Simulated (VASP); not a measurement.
# ZrC (Fm-3m) in VASP: electric field gradients with r2SCAN+D3(BJ)

Aim: the electric field gradients of ZrC with r2SCAN+D3(BJ).

All numbers are computed with VASP 6.6.1; they aren't measurements. Logs are shortened: lines on timing, memory, paths and dates and some standing lists are left out, and cuts for length are marked.

**1. The cell of the first run**

The structure is cubic, space group Fm-3m (No. 225). The conventional cell has a = 4.391 Å, b = 4.391 Å, c = 4.391 Å, α = 90.00°, β = 90.00°, γ = 90.00°. Within 2.9 Å of Zr (site symmetry m-3m) lie 6 C at 2.20 Å. C (site symmetry m-3m) has 6 Zr at 2.20 Å within 2.9 Å.

**2. Electric field gradients, r2SCAN+D3(BJ)**

Input file POSCAR:

```
ZrC
1.0
    0.0000000000      2.1954715183      2.1954715183
    2.1954715183      0.0000000000      2.1954715183
    2.1954715183      2.1954715183      0.0000000000
Zr C
1 1
Direct
    0.5000000000      0.5000000000      0.5000000000
    0.0000000000      0.0000000000      0.0000000000
```

Input file INCAR.step1:

```
PREC = Accurate ; ENCUT = 520
ISMEAR = -1 ; SIGMA = 0.05
LREAL = F ; LASPH = T
NELM = 60 ; ISYM = 0
NBANDS = 15 ; GGA = PE
ALGO = Normal ; EDIFF = 1E-4
LWAVE = T ; LCHARG = F
```

Input file INCAR.step2:

```
PREC = Accurate ; ENCUT = 520
EDIFF = 1E-8 ; ISMEAR = -1
SIGMA = 0.05 ; LREAL = F
LASPH = T ; NELM = 60
ALGO = Normal ; ISIF = 2
LWAVE = F ; LCHARG = F
METAGGA = R2SCAN ; LMIXTAU = T
IVDW = 12 ; VDW_S6 = 1.0
VDW_S8 = 0.78981345 ; VDW_A1 = 0.49484001
VDW_A2 = 5.73083694 ; LEFG = T
ISYM = 0 ; NBANDS = 15
ISTART = 1
```

Input file KPOINTS:

```
Automatic mesh
0
Gamma
  13 13 13
```

Potentials or basis: VASP PAW PBE potentials, release 64 (Zr_sv, C).

Command:

```
$ cat potpaw_PBE.64/Zr_sv/POTCAR potpaw_PBE.64/C/POTCAR > POTCAR
$ cp INCAR.step1 INCAR
$ mpirun -np 1 vasp_std > vasp.out
$ cp INCAR.step2 INCAR
$ mpirun -np 1 vasp_std > vasp.out
```

OUTCAR:

```text
PREC = Accurate
   ENCUT = 520
   EDIFF = 1E-8
   ISMEAR = -1
   LREAL = F
   LASPH = T
   NELM = 60
   ISIF = 2
   METAGGA = R2SCAN
   IVDW = 12
   ISYM = 0
   ISTART = 1
 IVDW          = 12

 ion  position               nearest neighbor table
   1  0.500  0.500  0.500-   2 2.20   2 2.20   2 2.20   2 2.20   2 2.20   2 2.20
   2  0.000  0.000  0.000-   1 2.20   1 2.20   1 2.20   1 2.20   1 2.20   1 2.20

IMPORTANT INFORMATION: All symmetrisations will be switched off!
NOSYMM: (Re-)initialisation of all symmetry stuff for point group C_1.

----------------------------------------------------------------------------------------

                                     Primitive cell

  volume of cell :      21.1648

  direct lattice vectors                    reciprocal lattice vectors
     0.000000000  2.195471518  2.195471518    -0.227741511  0.227741511  0.227741511
     2.195471518  0.000000000  2.195471518     0.227741511 -0.227741511  0.227741511
     2.195471518  2.195471518  0.000000000     0.227741511  0.227741511 -0.227741511

  length of vectors
     3.104865597  3.104865597  3.104865597     0.394459867  0.394459867  0.394459867

  position of ions in fractional coordinates (direct lattice)
     0.500000000  0.500000000  0.500000000
     0.000000000  0.000000000  0.000000000

  ion indices of the primitive-cell ions
   primitive index   ion index
                 1           1
                 2           2

----------------------------------------------------------------------------------------

 KPOINTS: Automatic mesh

Automatic generation of k-mesh.
 Grid dimensions read from file:
 generate k-points for:   13   13   13

 Generating k-lattice:

  Cartesian coordinates                     Fractional coordinates (reciprocal lattice)
    -0.017518578  0.017518578  0.017518578     0.076923077  0.000000000  0.000000000
     0.017518578 -0.017518578  0.017518578     0.000000000  0.076923077  0.000000000
     0.017518578  0.017518578 -0.017518578     0.000000000  0.000000000  0.076923077

  Length of vectors
     0.030343067  0.030343067  0.030343067

  Shift w.r.t. Gamma in fractional coordinates (k-lattice)
     0.000000000  0.000000000  0.000000000

 Subroutine IBZKPT returns following result:
 ===========================================

[... 97 lines left out ...]
 cond. band min:      12.2801124390   @ k =   0.0769   0.0769   0.0769
 fundamental gap:      0.0563752545
 Fermi energy:        12.2607858616

 k-point     1 :       0.0000    0.0000    0.0000
  band No.  band energies     occupation
      1     -36.9036      2.00000
      2     -13.6716      2.00000
      3     -13.6716      2.00000
      4     -13.6716      2.00000
      5      -0.4900      2.00000
      6      13.1444      0.00000
      7      13.1444      0.00000
      8      13.1444      0.00000
      9      13.5266      0.00000
     10      13.5266      0.00000
     11      13.5266      0.00000
     12      15.7677      0.00000
     13      15.7677      0.00000
     14      22.7303      0.00000
[... 401 lines left out ...]
      2     -15.4520      2.00000
      3     -13.8070      2.00000
      4     -13.8070      2.00000
      5       3.6686      2.00000
      6       6.0096      2.00000
      7       8.3061      2.00000
      8       8.3061      2.00000
      9      18.0775      0.00000
     10      18.0775      0.00000
     11      18.7818      0.00000
     12      20.7019      0.00000
     13      25.4011      0.00000
     14      25.4011      0.00000
     15      27.7065      0.00000

 [... further k-points ...]

------------------------ aborting loop because EDIFF is reached ----------------------------------------

 Edisp (eV)   -0.46720

 E8    (eV) :    -0.1739

  FORCE on cell =-STRESS in cart. coord.  units (eV):
  Direction    XX          YY          ZZ          XY          YZ          ZX
  --------------------------------------------------------------------------------------
  -------------------------------------------------------------------------------------
  Total       9.32562     9.32562     9.32562    -0.00000    -0.00000    -0.00000
  in kB     705.95157   705.95157   705.95147    -0.00005    -0.00005    -0.00005
  external pressure =      705.95 kB  Pullay stress =        0.00 kB

 VOLUME and BASIS-vectors are now :
 -----------------------------------------------------------------------------
  energy-cutoff  :      520.00
  volume of cell :       21.16
      direct lattice vectors                 reciprocal lattice vectors
     0.000000000  2.195471518  2.195471518    -0.227741511  0.227741511  0.227741511
     2.195471518  0.000000000  2.195471518     0.227741511 -0.227741511  0.227741511
     2.195471518  2.195471518  0.000000000     0.227741511  0.227741511 -0.227741511

 POSITION                                       TOTAL-FORCE (eV/Angst)
 -----------------------------------------------------------------------------------
      2.19547      2.19547      2.19547        -0.000000     -0.000000     -0.000000
      0.00000      0.00000      0.00000         0.000000      0.000000      0.000000
 -----------------------------------------------------------------------------------
    total drift:                                0.000000     -0.000000     -0.000000

  FREE ENERGIE OF THE ION-ELECTRON SYSTEM (eV)
  ---------------------------------------------------
  free  energy   TOTEN  =       -34.2172202882 eV

  energy  without entropy=      -34.2144656414  energy(sigma->0) =      -34.21584296

 Electric field gradients (V/A^2)
---------------------------------------------------------------------
 ion       V_xx      V_yy      V_zz      V_xy      V_xz      V_yz
---------------------------------------------------------------------
   1      -0.000    -0.000     0.000    -0.000    -0.000    -0.000
   2      -0.000    -0.000     0.000     0.000     0.000     0.000
---------------------------------------------------------------------

 Electric field gradients after diagonalization (V/A^2)
 (convention: |V_zz| > |V_xx| > |V_yy|)
----------------------------------------------------------------------
 ion       V_xx      V_yy      V_zz     asymmetry (V_yy - V_xx)/ V_zz
----------------------------------------------------------------------
   1       0.000     0.000    -0.001       0.072
   2      -0.000    -0.000     0.000       0.001
----------------------------------------------------------------------

           NMR quadrupolar parameters

 Cq : quadrupolar parameter    Cq=e*Q*V_zz/h
 eta: asymmetry parameters     (V_yy - V_xx)/ V_zz
 Q  : nuclear electric quadrupole moment in mb (millibarn)
----------------------------------------------------------------------
 ion       Cq(MHz)       eta       Q (mb)
----------------------------------------------------------------------
   1      -0.000       0.072       1.000
   2       0.000       0.001       1.000
----------------------------------------------------------------------
```

OUTCAR.step1:

```text
PREC = Accurate
   ENCUT = 520
   ISMEAR = -1
   LREAL = F
   LASPH = T
   NELM = 60
[... 613 lines left out ...]
 -----------------------------------------------------------------------------------
      2.19547      2.19547      2.19547        -0.000001     -0.000002      0.000000
      0.00000      0.00000      0.00000         0.000001      0.000002     -0.000000
 -----------------------------------------------------------------------------------
    total drift:                                0.000001      0.000001     -0.000001

  FREE ENERGIE OF THE ION-ELECTRON SYSTEM (eV)
  ---------------------------------------------------
  free  energy   TOTEN  =       -18.5324764744 eV

  energy  without entropy=      -18.5295020019  energy(sigma->0) =      -18.53098924
```

OSZICAR.step1:

```text
N       E                     dE             d eps       ncg     rms          rms(c)
DAV:   1     0.104159632883E+03    0.10416E+03   -0.88071E+03 33033   0.111E+03
DAV:   2    -0.159066946208E+02   -0.12007E+03   -0.11205E+03 41524   0.297E+02
DAV:   3    -0.215148888392E+02   -0.56082E+01   -0.55699E+01 50153   0.562E+01
DAV:   4    -0.217426977890E+02   -0.22781E+00   -0.22770E+00 42998   0.743E+00
DAV:   5    -0.217446713715E+02   -0.19736E-02   -0.19735E-02 42885   0.697E-01    0.313E+01
DAV:   6    -0.185229042649E+02    0.32218E+01   -0.54706E+00 40803   0.230E+01    0.122E+01
DAV:   7    -0.185291577192E+02   -0.62535E-02   -0.49807E-01 38833   0.514E+00    0.956E+00
DAV:   8    -0.185483025966E+02   -0.19145E-01   -0.14524E-01 42940   0.308E+00    0.535E+00
DAV:   9    -0.185332182956E+02    0.15084E-01   -0.23321E-02 38066   0.113E+00    0.108E+00
DAV:  10    -0.185325435461E+02    0.67475E-03   -0.43132E-03 42861   0.561E-01    0.392E-01
DAV:  11    -0.185324764744E+02    0.67072E-04   -0.26955E-04 37001   0.173E-01
   1 F= -.18532476E+02 E0= -.18530989E+02  d E =-.297447E-02
```

It took 8.7 min on 1 thread of Intel Xeon 6975P-C (Granite Rapids), shared host; peak memory 0.45 GiB.

Results:

* Free energy: -34.2172 eV
* Pressure: 70.6 GPa
* Band gap on the k mesh: zero (bands 8 and 9 overlap by 1.38 eV)
* Largest electric field gradient by atom: zero within the noise of the run
* Dispersion energy per atom: -0.234 eV

Levels at points of the mesh, in eV from the Fermi level:
| k point | band 5 | band 6 | band 7 | band 8 | band 9 | band 10 | band 11 | band 12 |
| --- | --- | --- | --- | --- | --- | --- | --- | --- |
| (0.00, 0.00, 0.00) | -12.75 | 0.88 | 0.88 | 0.88 | 1.27 | 1.27 | 1.27 | 3.51 |

Caveat: three body term missing; the cell stands under pressure; the PAW data sets were made with another functional, which shifts forces and pressure a little.
